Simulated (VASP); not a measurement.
Input of a VASP 6.6.1 run:

The input INCAR:

```
PREC = Accurate
ENCUT = 520
EDIFF = 1E-6
ISMEAR = 0
SIGMA = 0.05
LREAL = F
LASPH = T
NELM = 100
ALGO = Normal
ISIF = 2
LWAVE = F
LCHARG = F
GGA = PS
ISYM = 0
NBANDS = 24
```

The input KPOINTS:

```
regular mesh
0
Gamma
  9 9 8
```

File POSCAR:

```
CaO
1.0
    0.0000000000     -2.4490000000     -2.4490000000
   -2.4490000000      0.0000000000     -2.4490000000
    2.4490000000      2.4490000000     -4.8980000000
Ca O
2 2
Direct
    0.5000000000      0.5000000000      0.5000000000
    0.0000000000      0.0000000000      0.0000000000
    0.7446979422      0.7446979422      0.7659130840
    0.2553020578      0.2553020578      0.2340869160
```

Potentials or basis: VASP PAW PBE potentials, release 64 (Ca_sv, O).

Command:

```bash
$ cat potpaw_PBE.64/Ca_sv/POTCAR potpaw_PBE.64/O/POTCAR > POTCAR
$ mpirun -np 1 vasp_std > vasp.out
```

Problem. Estimate the pressure.

Solution. -7.1 GPa.

Problem. Predict the band gap on the k mesh.

Solution. 3.53 eV.

Problem. Estimate the largest force.

Solution. 0.984 eV/Å.

Stress tensor (GPa, compression positive):
```
-7.08 -0.20  0.20
-0.20 -7.08  0.20
 0.20  0.20 -7.08
```

Caveat: the cell differs from its parent crystal (atoms displaced along a vibrational mode); the cell stands under tension; the PAW data sets were made with another functional, which shifts forces and pressure a little. A k mesh can miss the band edges.
